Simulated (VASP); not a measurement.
Crystal: Lu.

```
Lu
1.0
     3.50310    0.00000    0.00000
    -1.75155    3.03377    0.00000
     0.00000    0.00000    5.55090
Lu
2
Direct
  0.33333 0.66667 0.25000
  0.66667 0.33333 0.75000
```

| Item | Value |
| --- | --- |
| Program | VASP 6.6.1 |
| Task | relaxation of cell and atoms |
| Functional | LDA |
| Potentials or basis | VASP PAW PBE potentials, release 64 (Lu) |
| Cutoff | 600 eV |
| k mesh | 7 × 7 × 4 |
| Occupations | fermi-dirac, width 0.02 eV |
| Spin | no spin polarisation |

At the start: pressure -5.5 GPa; volume 29.50 Å³/atom.

Question: Where does the relaxation end?

Answer: Over 18 steps the energy falls by 63.4 meV/atom and the volume is 26.27 Å³/atom (-11.0 %); space group P6_3/mmc (No. 194, to 0.05 Å).

The path:
| step | energy change (eV) | largest force (eV/Å) | pressure (GPa) | volume (Å³) |
| --- | --- | --- | --- | --- |
| 1 | 0.0000 | 0.0000 | -5.46 | 58.99 |
| 2 | -0.1152 | 0.0000 | 2.18 | 50.82 |
| 3 | -0.1246 | 0.0000 | 0.15 | 52.46 |
| 4 | -0.1245 | 0.0000 | 0.00 | 52.58 |
| 5 | -0.1260 | 0.0000 | 0.04 | 52.62 |
| 6 | -0.1264 | 0.0000 | -0.02 | 52.66 |
| 7 | -0.1266 | 0.0000 | -0.41 | 52.65 |
| 8 | -0.1259 | 0.0000 | 0.28 | 52.09 |
| 9 | -0.1267 | 0.0000 | 0.58 | 52.50 |
| 10 | -0.1267 | 0.0000 | 0.02 | 52.60 |
| 11 | -0.1267 | 0.0000 | 0.12 | 52.60 |
| 12 | -0.1267 | 0.0000 | -0.08 | 52.63 |
| 13 | -0.1267 | 0.0000 | -0.39 | 52.62 |
| 14 | -0.1267 | 0.0000 | -0.11 | 52.61 |
| 15 | -0.1267 | 0.0000 | -0.09 | 52.61 |
| 16 | -0.1267 | 0.0000 | -0.09 | 52.61 |
| 17 | -0.1267 | 0.0000 | -0.16 | 52.60 |
| 18 | -0.1267 | 0.0000 | 0.04 | 52.53 |

Final structure:
```yaml
crystal:
  lattice:
    - [3.40175, 0.00000, 0.00000]
    - [-1.70087, 2.94600, 0.00000]
    - [0.00000, 0.00000, 5.24174]
  atoms:
    - { symbol: Lu, position: [0.33333, 0.66667, 0.25000] }
    - { symbol: Lu, position: [0.66667, 0.33333, 0.75000] }
```

Caveat: the PAW data sets were made with another functional, which shifts forces and pressure a little; the volume moved by -11 % from the deposited cell, more than functionals usually miss.
